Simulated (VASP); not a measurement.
Input of a VASP 6.6.1 run:

File INCAR:

```
SYSTEM = BaTiO3
PREC     = Accurate       ! precision mode
ENCUT    = 520            ! plane-wave cutoff, eV
EDIFF    = 1E-7           ! SCF threshold, eV
ISMEAR   = -1             ! smearing method
SIGMA    = 0.05           ! smearing width, eV
LREAL    = .False.        ! projectors in reciprocal space
LASPH    = .True.         ! aspherical terms in the spheres
NELM     = 150            ! most SCF steps
ALGO     = Normal         ! electronic algorithm
ISIF     = 2              ! what is computed and relaxed
LWAVE    = .False.        ! write WAVECAR
LCHARG   = .True.         ! write CHGCAR
LMAXMIX  = 4              ! l up to which the mixer works
LDAU     = .True.         ! DFT+U
LDAUTYPE = 2            
LDAUL    = -1 2 -1        ! shell
LDAUU    = 0 3 0          ! U, eV
LDAUJ    = 0 0 0        
LDAUPRINT= 1            
GGA      = PE             ! functional
LELF     = .True.         ! ELF
LVHAR    = .True.       
NBANDS   = 28             ! bands
```

The input KPOINTS:

```
regular mesh
0
Gamma
  7 7 7
  0 0 0
```

Contents of POSCAR:

```
BaTiO3
1.0
    2.8610894520      1.6518507653      2.3488667053
   -2.8610894520      1.6518507653      2.3488667053
    0.0000000000     -3.3037015306      2.3488667052
Ba Ti O
1 1 3
Direct
   -0.0038247832     -0.0038247832     -0.0038247832
    0.4848359268      0.4848359268      0.4848359268
    0.5098638372      0.0184611820      0.5098638372
    0.0184611820      0.5098638372      0.5098638372
    0.5098638372      0.5098638372      0.0184611820
```

Potentials or basis: VASP PAW PBE potentials, release 64 (Ba_sv, Ti_sv, O).

Command:

```sh
$ cat potpaw_PBE.64/Ba_sv/POTCAR potpaw_PBE.64/Ti_sv/POTCAR potpaw_PBE.64/O/POTCAR > POTCAR
$ mpirun -np 1 vasp_std > vasp.out
```

Task: Predict the largest force.

Result: 0.516 eV/Å.

Task: Predict the pressure.

Result: 3.0 GPa.

Task: What does it give for the band gap on the k mesh?

Result: 2.67 eV (least direct gap 3.05 eV).

Eigenvalues of the final occupation matrices:
| site | spin | trace | eigenvalues |
| --- | --- | --- | --- |
| site 2 d | 1 | 0.83 | 0.11 0.12 0.12 0.24 0.24 |
| site 2 d | 2 | 0.83 | 0.11 0.12 0.12 0.24 0.24 |

Caveat: the cell stands under pressure; spin-orbit coupling is left out, which moves the levels of the heavy elements. A k mesh can miss the band edges.
